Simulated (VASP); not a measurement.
# SnGe3O8: single point with PBE

Crystal: SnGe3O8.

```
CELL_PARAMETERS angstrom
3.21021 -3.25636 0.00000
3.21021 3.25636 0.00000
0.00000 0.00000 5.99149
ATOMIC_POSITIONS crystal
Sn 0.50000 0.50000 0.50000
Ge 0.00000 0.00000 0.75670
Ge 0.00000 0.00000 0.24330
Ge 0.50000 0.50000 0.00000
O 0.69905 0.69905 0.76598
O 0.69905 0.69905 0.23402
O 0.80669 0.19331 0.00000
O 0.81871 0.18129 0.50000
O 0.30095 0.30095 0.76598
O 0.30095 0.30095 0.23402
O 0.19331 0.80669 0.00000
O 0.18129 0.81871 0.50000
```

```json
{
  "Program": "VASP 6.6.1",
  "Task": "single point",
  "Functional": "PBE",
  "Potentials or basis": "VASP PAW PBE potentials, release 64 (Sn_d, Ge_d, O)",
  "Cutoff": "520 eV",
  "k mesh": "4 × 4 × 2",
  "Occupations": "gaussian, width 0.1 eV",
  "Spin": "no spin polarisation",
  "Dipole correction": "no",
  "Further INCAR settings": "ALGO = Normal; EDIFF = 1e-06; NBANDS = 64"
}
```

```yaml
Pressure: 0.2 GPa
Largest_force: 0.041 eV/Å
Band_gap_on_the_k_mesh: 0.86 eV, direct
```

Forces on the atoms (eV/Å):
```
Sn   0.000  0.000  0.000
Ge   0.000  0.000  0.004
Ge   0.000  0.000 -0.004
Ge   0.000  0.000  0.000
O    0.038  0.000  0.016
O    0.038  0.000 -0.016
O    0.000  0.024  0.000
O    0.000 -0.010  0.000
O   -0.038  0.000  0.016
O   -0.038  0.000 -0.016
O    0.000 -0.024  0.000
O    0.000  0.010  0.000
```

Stress tensor (GPa, compression positive):
```
-0.03  0.00  0.00
 0.00  0.05  0.00
 0.00  0.00  0.70
```

Levels at points of the mesh, in eV from the valence-band top:
| k point | band 50 | band 51 | band 52 | band 53 | band 54 | band 55 |
| --- | --- | --- | --- | --- | --- | --- |
| (0.00, 0.00, 0.00) | -0.83 | -0.71 | 0.00 | 0.86 | 5.27 | 5.42 |
| (0.50, 0.00, 0.00) | -1.18 | -0.71 | -0.65 | 3.91 | 4.26 | 5.71 |
| (0.50, 0.50, 0.00) | -1.11 | -1.10 | -0.87 | 3.76 | 4.02 | 4.48 |
| (0.00, 0.00, 0.50) | -0.79 | -0.69 | -0.37 | 3.28 | 3.69 | 6.26 |
| (0.50, 0.00, 0.50) | -1.11 | -0.88 | -0.77 | 5.00 | 5.09 | 5.19 |
| (0.50, 0.50, 0.50) | -1.01 | -0.94 | -0.83 | 4.31 | 4.43 | 4.83 |

It took 86 s on 1 thread of Intel(R) Xeon(R) Platinum 8488C (Sapphire Rapids), on a shared host, peak memory 0.28 GiB.

Caveat: the k points lie up to 0.52 Å⁻¹ apart; spin-orbit coupling is left out, which moves the levels of the heavy elements. Expect the measured gap to be larger: semilocal functionals such as PBE lack the derivative discontinuity.
